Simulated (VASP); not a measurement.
**ZnSe: G0W0 quasiparticle levels with r2SCAN**

Crystal: ZnSe.

```xyz
2
Lattice="0.0000 2.8324 2.8324 2.8324 0.0000 2.8324 2.8324 2.8324 0.0000" Properties=species:S:1:pos:R:3 pbc="T T T"
Zn    0.0000    0.0000    0.0000
Se    1.4162    1.4162    1.4162
```

- Program: VASP 6.6.1
- Task: G0W0 quasiparticle levels
- Functional: r2SCAN
- Potentials or basis: VASP PAW PBE potentials, release 64 (Zn_GW, Se_GW)
- Cutoff: 500 eV
- k mesh: 4 × 4 × 4
- Occupations: gaussian, width 0.01 eV
- Spin: no spin polarisation
- Dipole correction: no
- GW scheme: G0W0
- GW iterations: 1
- Cutoff of the response function: 140
- Frequency points: 96
- Empty bands: 170
- Further INCAR settings: ALGO = EVGW0; EDIFF = 1e-08; NBANDS = 179

```yaml
Quasiparticle_gap: 2.68 eV
Least_direct_quasiparticle_gap: 2.68 eV
Band_gap_of_the_starting_levels_on_the_mesh: 1.84 eV
Least_direct_gap_of_the_starting_levels_on_the_mesh: 1.84 eV
```

It took 3.3 min on 1 thread of Intel(R) Xeon(R) 6975P-C (Granite Rapids), on a shared host, peak memory 0.49 GiB.

Caveat: the k points lie up to 0.48 Å⁻¹ apart; bands, screening cutoff and mesh are small and nothing is extrapolated, so the quasiparticle values aren't converged.
